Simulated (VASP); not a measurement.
Write the native input for VASP 6.6.1 that does the following.

```yaml
Task: single point
Functional: PBE
Potentials_or_basis: VASP PAW PBE potentials, release 64 (Sm_3, Ga_d, Te), 4f in core
Cutoff: 500 eV
k_mesh: 4 × 4 × 4
Occupations: gaussian, width 0.1 eV
Spin: no spin polarisation
Dipole_correction: no
Further_INCAR_settings: ALGO = Normal; EDIFF = 1e-06; NBANDS = 29
```

The structure of SmGaTe3 lies in POSCAR:

```
SmGaTe3
1.0
    5.3662153211      0.0000000000      0.0000000000
    0.0000000000      5.3662153211      0.0000000000
    0.0000000000      0.0000000000      5.3662153211
Sm Ga Te
1 1 3
Direct
    0.0000000000      0.0000000000      0.0000000000
    0.5000000000      0.5000000000      0.5000000000
    0.0000000000      0.5000000000      0.5000000000
    0.5000000000      0.0000000000      0.5000000000
    0.5000000000      0.5000000000      0.0000000000
```

The cell was generated, and may not be a known phase.

These files were run (other wordings do the same):

INCAR

```
  PREC = Accurate
  ENCUT = 500
  EDIFF = 1E-6
  ISMEAR = 0
  SIGMA = 0.1
  LREAL = False
  LASPH = True
  NELM = 200
  ALGO = Normal
  ISIF = 2
  LWAVE = False
  LCHARG = True
  GGA = PE
  LELF = True
  LVHAR = True
  NBANDS = 29
  GGA_COMPAT = False
  LMAXMIX = 6
```

KPOINTS

```
regular mesh
0
Gamma
  4 4 4
```

Potentials or basis: VASP PAW PBE potentials, release 64 (Sm_3, Ga_d, Te), 4f in core.

Command:

```bash
$ cat potpaw_PBE.64/Sm_3/POTCAR potpaw_PBE.64/Ga_d/POTCAR potpaw_PBE.64/Te/POTCAR > POTCAR
$ mpirun -np 1 vasp_std > vasp.out
```

Results of the run:

```json
{
 "Pressure": "-0.1 GPa",
 "Band gap on the k mesh": "zero (bands 21 and 22 overlap by 1.48 eV)"
}
```

Caveat: spin-orbit coupling is left out, which moves the levels of the heavy elements; the 4f electrons are frozen in the core, so they carry no moment and show no levels.

It took 24 s on 1 thread of AMD EPYC 9R45 (Zen 5), on a shared host, peak memory 0.23 GiB.
